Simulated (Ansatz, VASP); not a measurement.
C in VASP and in Ansatz

```xyz
4
Lattice="2.4955 0.0000 0.0000 -1.2478 2.1612 0.0000 0.0000 0.0000 6.8434" Properties=species:S:1:pos:R:3 pbc="T T T"
C     0.0000    0.0000    0.0171
C     0.0000    0.0000    3.4388
C     0.0000    1.4408    0.0171
C     1.2478    0.7204    3.4388
```

Alike in both runs: task single point; functional PBEsol; dispersion D3(BJ); k mesh 21 × 21 × 8; occupations gaussian, width 0.15 eV; no spin polarisation.

```csv
,VASP,Ansatz
version,VASP 6.6.1,Ansatz 0.2.0
potentials or method,"VASP PAW PBE potentials, release 64 (C), cutoff 520 eV","scalar-relativistic, plane waves, PAW"
valence electrons in the cell,16,16
```

VASP gave:

| Item | Value |
| --- | --- |
| gap on the k mesh at the Fermi level (eV) | none |
| pressure (GPa) | -11.8 |
| traceless stress, the component that is largest in VASP (GPa) | 10.64 |

Problem. What did Ansatz give for the same quantities?

Solution. gap on the k mesh at the Fermi level (eV): none; pressure (GPa): -12.4; traceless stress, the component that is largest in VASP (GPa): 11.39.

VASP's potentials were made for PBE, not for PBEsol, and Ansatz warns of the same on its side. A gap of «none» marks a metal or a gap that the smearing closes.
